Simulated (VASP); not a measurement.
Write the native input for VASP 6.6.1 that does the following.

```yaml
Task: single point
Functional: PBE
Potentials_or_basis: VASP PAW PBE potentials, release 64 (Pd, Pt)
Cutoff: 520 eV
k_mesh: 6 × 6 × 6
Occupations: gaussian, width 0.1 eV
Spin: collinear spin
Starting_moments: "[1.0, 1.0, 1.0, 0.0] μB"
Dipole_correction: no
Further_INCAR_settings: ALGO = Normal; EDIFF = 1e-06; NBANDS = 32
```

The structure of Pd3Pt lies in POSCAR:

```
Pd3Pt
1.0
    0.0000000000      3.1426405008      3.1426405008
    3.1426405008      0.0000000000      3.1426405008
    3.1426405008      3.1426405008      0.0000000000
Pd Pt
3 1
Direct
    0.2500000000      0.2500000000      0.2500000000
    0.7500000000      0.7500000000      0.7500000000
    0.5000000000      0.5000000000      0.5000000000
    0.0000000000      0.0000000000      0.0000000000
```

The cell was built from a structure type or drawn by symmetry, and may not be a known phase.

One way to write it, as run:

INCAR

```
PREC = Accurate
ENCUT = 520
EDIFF = 1E-6
ISMEAR = 0
SIGMA = 0.1
LREAL = False
LASPH = True
NELM = 150
ALGO = Normal
ISIF = 2
LWAVE = False
LCHARG = False
ISPIN = 2
MAGMOM = 1 1 1 0
LORBIT = 11
LMAXMIX = 4
GGA = PE
NBANDS = 32
```

KPOINTS

```
Automatic mesh
0
Gamma
  6 6 6
```

Potentials or basis: VASP PAW PBE potentials, release 64 (Pd, Pt).

Launch:

```sh
$ cat potpaw_PBE.64/Pd/POTCAR potpaw_PBE.64/Pt/POTCAR > POTCAR
$ mpirun -np 1 vasp_std > vasp.out
```

Results of the run:

```json
{
  "Pressure": "-0.4 GPa",
  "Band gap on the k mesh": "zero (filled and empty bands overlap)",
  "Net moment": "0.00 μB per cell",
  "Valence electrons inside the program's atomic spheres": "Pd 9.39, 9.36 (each value once); Pt 9.14"
}
```

Caveat: spin-orbit coupling is left out, which moves the levels of the heavy elements.

It took 2.2 min on 1 thread of Intel Xeon 8259CL, with other jobs on the host, peak memory 0.26 GiB.
